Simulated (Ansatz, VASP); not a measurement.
## One calculation of CaB6, two programs

The input INCAR:

```
ALGO     = Normal         # electronic algorithm
EDIFF    = 1E-7           # SCF threshold, eV
EDIFFG   = -0.005         # ionic threshold
ENCUT    = 600            # plane-wave cutoff, eV
GGA      = PE             # functional
IBRION   = 2              # ionic algorithm
ISIF     = 3              # what is computed and relaxed
ISMEAR   = 0              # smearing method
LASPH    = T              # aspherical terms in the spheres
LCHARG   = F              # write CHGCAR
LREAL    = F              # projectors in reciprocal space
LWAVE    = F              # write WAVECAR
NELM     = 100            # most SCF steps
NSW      = 100            # ionic steps
PREC     = Accurate       # precision mode
SIGMA    = 0.01           # smearing width, eV
```

Contents of KPOINTS:

```
k-points
0
Gamma
  8 8 8
```

Contents of POSCAR:

```
CaB6
1.0
    4.1479655459      0.0000000000      0.0000000000
    0.0000000000      4.1479655459      0.0000000000
    0.0000000000      0.0000000000      4.1479655459
Ca B
1 6
Direct
    0.5000000000      0.5000000000      0.5000000000
    0.0000000000      0.0000000000      0.2982961417
    0.0000000000      0.0000000000      0.7017038583
    0.2982961417      0.0000000000      0.0000000000
    0.7017038583      0.0000000000      0.0000000000
    0.0000000000      0.2982961417      0.0000000000
    0.0000000000      0.7017038583      0.0000000000
```

Input for Ansatz:

```yaml
crystal:
  lattice:
    - [4.1479659724, 0.0, 0.0]
    - [0.0, 4.1479659724, 0.0]
    - [0.0, 0.0, 4.1479659724]
  atoms:
    - { symbol: Ca, position: [0.5, 0.5, 0.5] }
    - { symbol: B, position: [0.0, 0.0, 0.2982963379] }
    - { symbol: B, position: [0.0, 0.0, 0.7017036621] }
    - { symbol: B, position: [0.2982963379, 0.0, 0.0] }
    - { symbol: B, position: [0.7017036621, 0.0, 0.0] }
    - { symbol: B, position: [0.0, 0.2982963379, 0.0] }
    - { symbol: B, position: [0.0, 0.7017036621, 0.0] }
basis:
  ecutwfc: 420
kpoints:
  mp_grid: { grid: [8, 8, 8] }
hamiltonian:
  xc: pbe
scf:
  occupations: { method: gaussian, width: 0.01 }
output:
  forces: true
  stress: true
  eigenvalues: true
  write_density: true
  write_potential: true
  elf: true
  volumetric_format: npy
relax:
  adjacent_minimum: "off"
  f_tol: 0.005
  max_steps: 80
  cell: { stress_tol: 0.05 }
```

Alike in both runs: task relaxation of cell and atoms; functional PBE; k mesh 8 × 8 × 8; occupations gaussian, width 0.01 eV; no spin polarisation.

|  | VASP | Ansatz |
| --- | --- | --- |
| version | VASP 6.6.1 | Ansatz 0.2.0 |
| potentials or method | VASP PAW PBE potentials, release 64 (Ca_sv, B), cutoff 600 eV | scalar-relativistic, plane waves, PAW |
| valence electrons in the cell | 28 | 28 |

|  | VASP | Ansatz | Ansatz less VASP |
| --- | --- | --- | --- |
| gap on the k mesh at the Fermi level, each at its own relaxed structure (eV) | 0.07 | 0.07 | 0.000 |
| relaxed volume (Å³/atom) | 10.20 | 10.19 | -0.005 |
| relaxed length of the cell vector where the two differ most in proportion (Å) | 4.148 | 4.148 | -0.0007 |
